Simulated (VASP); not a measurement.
# In: single point with PBE

Crystal: In.

```
In
1.0
    -1.68765    1.61343    2.47395
     1.61343   -1.68765    2.47395
     1.63887    1.63887   -2.52273
In
1
Direct
  0.00000 0.00000 0.00000
```

This cell differs from its parent crystal: equal xy, yz and zx shear strains of -3 %.

```
Program             : VASP 6.6.1
Task                : single point
Functional          : PBE
Potentials or basis : VASP PAW PBE potentials, release 64 (In_d)
Cutoff              : 500 eV
k mesh              : 12 × 12 × 14
Occupations         : fermi-dirac, width 0.05 eV
Spin                : no spin polarisation
```

```
Pressure               : 2.1 GPa
Band gap on the k mesh : zero (an odd number of electrons rules out a gap without spin polarisation)
```

Stress tensor (GPa, compression positive):
```
2.02 0.17 0.09
0.17 2.02 0.09
0.09 0.09 2.16
```

Levels at points of the mesh, in eV from the Fermi level:
```csv
k point,band 2,band 3,band 4,band 5,band 6,band 7,band 8,band 9,band 10,band 11
"(0.00, 0.00, 0.00)",-14.62,-14.57,-14.51,-14.40,-9.54,10.05,10.37,11.22,11.84,13.50
"(0.50, 0.00, 0.00)",-14.67,-14.56,-14.32,-14.27,-4.06,-3.29,7.15,8.98,11.02,11.05
"(0.50, 0.50, 0.00)",-14.75,-14.32,-14.31,-14.21,-2.11,-1.91,3.36,4.61,6.84,8.03
"(0.00, 0.00, 0.50)",-14.76,-14.33,-14.27,-14.22,-1.77,-1.36,3.37,3.72,6.80,7.17
"(0.50, 0.00, 0.50)",-14.66,-14.57,-14.33,-14.28,-4.52,-3.43,7.94,9.20,11.45,11.89
"(0.50, 0.50, 0.50)",-14.75,-14.31,-14.28,-14.25,-2.90,-2.66,4.68,4.83,8.21,8.22
```

Wall time 2.1 min on 1 thread of Intel(R) Xeon(R) Platinum 8488C (Sapphire Rapids) (shared host), peak memory 0.28 GiB.

Caveat: the cell differs from its parent crystal (equal xy, yz and zx shear strains of -3 %); spin-orbit coupling is left out, which moves the levels of the heavy elements.
